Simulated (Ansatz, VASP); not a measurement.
Cu: VASP beside Ansatz

```
CELL_PARAMETERS angstrom
2.48737 0.00000 0.00000
-1.24369 2.15413 0.00000
0.00000 0.00000 20.06190
ATOMIC_POSITIONS crystal
Cu 0.16667 0.33333 0.40025
Cu 0.50000 0.00000 0.50000
Cu 0.83333 0.66667 0.59975
```

Alike in both runs: functional LDA; k mesh 17 × 17 × 1; occupations fermi-dirac, width 0.05 eV; no spin polarisation.

Ansatz relaxed the structure, and its values are those at the end. VASP's run is a single point on that final structure, the one shown.

|  | VASP | Ansatz |
| --- | --- | --- |
| version | VASP 6.6.1 | Ansatz 0.2.0 |
| potentials or method | VASP PAW LDA potentials, release 64 (Cu) | PAW with Ansatz's default frozen-core files, scalar-relativistic |
| plane-wave cutoff (eV) | 520 | 420 |
| valence electrons in the cell | 33 | 57 |

```tsv
	VASP	Ansatz	Ansatz less VASP
rms of the force components (eV/Å)	0.017	0.002	-0.0156
```

LDA's correlation is that of Perdew and Zunger in VASP and of Perdew and Wang (1992) in Ansatz. VASP's potentials hold 33 valence electrons a cell and Ansatz's 57, so a difference there can come from the potentials and not from the codes. Ansatz's warnings: stress scf threshold loose, xc potential rough in thin density.
